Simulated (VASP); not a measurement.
PmS: single point with PBE

The system is PmS.

```
CELL_PARAMETERS angstrom
0.00000 2.82500 2.82500
2.82500 0.00000 2.82500
2.82500 2.82500 0.00000
ATOMIC_POSITIONS crystal
Pm 0.00000 0.00000 0.00000
S 0.50000 0.50000 0.50000
```

```yaml
Program: VASP 6.6.1
Task: single point
Functional: PBE
Potentials_or_basis: VASP PAW PBE potentials, release 64 (Pm, S)
Cutoff: 600 eV
k_mesh: 1 × 1 × 1
Occupations: fermi-dirac, width 0.1 eV
Spin: no spin polarisation
```

```json
{"Pressure": "26.7 GPa"}
```

Levels at points of the mesh, in eV from the Fermi level:
```csv
k point,band 6,band 7,band 8,band 9,band 10,band 11,band 12,band 13
"(0.00, 0.00, 0.00)",-3.24,-3.24,-3.24,-0.02,0.02,0.02,0.02,0.14
```

It took 9.5 s on 1 thread of Intel(R) Xeon(R) Platinum 8559C (Emerald Rapids) (shared host), peak memory 0.17 GiB.

Caveat: the k points lie up to 1.93 Å⁻¹ apart; spin-orbit coupling is left out, which moves the levels of the heavy elements; without U or exact exchange the open f shell lies at the Fermi level, which spoils levels, moments and volumes. With open d or f shells a metallic result of PBE can be an artefact of self-interaction; +U or a hybrid may open a gap.
